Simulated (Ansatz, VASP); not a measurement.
## Two plane-wave programs on Ge2Sb2Te5

```
Ge Sb Te
1.0
     4.18824    0.00000    0.00000
    -2.09412    3.62712    0.00000
     0.00000    0.00000   15.74902
Ge Sb Te
2 2 5
Direct
  0.00000 0.00000 0.33132
  0.00000 0.00000 0.66868
  0.33333 0.66667 0.11210
  0.66667 0.33333 0.88790
  0.00000 0.00000 0.00000
  0.33333 0.66667 0.79143
  0.66667 0.33333 0.20857
  0.33333 0.66667 0.40960
  0.66667 0.33333 0.59040
```

Alike in both runs: task single point; functional PBE; k mesh 12 × 12 × 2; occupations gaussian, width 0.03 eV; no spin polarisation.

|  | VASP | Ansatz |
| --- | --- | --- |
| version | VASP 6.6.1 | Ansatz 0.2.0 |
| potentials or method | VASP PAW PBE potentials, release 64 (Ge_d, Sb, Te), cutoff 520 eV | scalar-relativistic, plane waves, PAW |
| valence electrons in the cell | 68 | 138 |

Ansatz gave:

* gap on the k mesh at the Fermi level (eV): none
* pressure (GPa): 11.2
* traceless stress, the component that is largest in VASP (GPa): 1.75
* rms of the force components (eV/Å): 0.548

Q: Which values does VASP return?

A: gap on the k mesh at the Fermi level (eV): none; pressure (GPa): 11.3; traceless stress, the component that is largest in VASP (GPa): 1.71; rms of the force components (eV/Å): 0.561.

Atom by atom the forces differ by 0.015 eV/Å (rms over components). A gap of «none» marks a metal or a gap that the smearing closes. VASP's potentials hold 68 valence electrons a cell and Ansatz's 138, so a difference there can come from the potentials and not from the codes.

Neither program's run includes spin-orbit coupling.
